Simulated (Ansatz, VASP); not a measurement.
# One calculation of GaP, two programs

```xyz
2
Lattice="0.0000 2.7252 2.7252 2.7252 0.0000 2.7252 2.7252 2.7252 0.0000" Properties=species:S:1:pos:R:3 pbc="T T T"
Ga    0.0000    0.0000    0.0000
P     1.3626    1.3626    1.3626
```

Alike in both runs: task single point; functional PBEsol; k mesh 6 × 6 × 6; no spin polarisation.

```csv
,VASP,Ansatz
version,VASP 6.6.1,Ansatz 0.2.0
potentials or method,"VASP PAW PBE potentials, release 64 (Ga_d, P), cutoff 520 eV","plane waves, PAW"
occupations,"gaussian, width 0.01 eV",fixed
valence electrons in the cell,18,18
```

|  | VASP | Ansatz | Ansatz less VASP |
| --- | --- | --- | --- |
| gap on the k mesh at the Fermi level (eV) | 1.51 | 1.51 | -0.002 |

VASP's potentials were made for PBE, not for PBEsol.
